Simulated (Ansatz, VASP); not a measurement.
**One calculation of BP, two programs**

```
CELL_PARAMETERS angstrom
0.00000 2.29073 2.29073
2.29073 0.00000 2.29073
2.29073 2.29073 0.00000
ATOMIC_POSITIONS crystal
B 0.00000 0.00000 0.00000
P 0.25000 0.25000 0.25000
```

Alike in both runs: task single point; functional r2SCAN; k mesh 10 × 10 × 10; occupations gaussian, width 0.02 eV; no spin polarisation.

```csv
,VASP,Ansatz
version,VASP 6.6.1,Ansatz 0.2.0
potentials or method,"VASP PAW PBE potentials, release 64 (B, P), cutoff 520 eV","scalar-relativistic, plane waves, PAW"
valence electrons in the cell,8,8
```

```tsv
	VASP	Ansatz	Ansatz less VASP
gap on the k mesh at the Fermi level (eV)	1.48	1.45	-0.030
least direct gap on the mesh (eV)	3.60	3.56	-0.040
pressure (GPa)	-5.2	-4.7	+0.48
```

VASP's potentials were made for PBE, not for r2SCAN. The functional is the same, so the differences come from potentials, cutoffs and numerics.
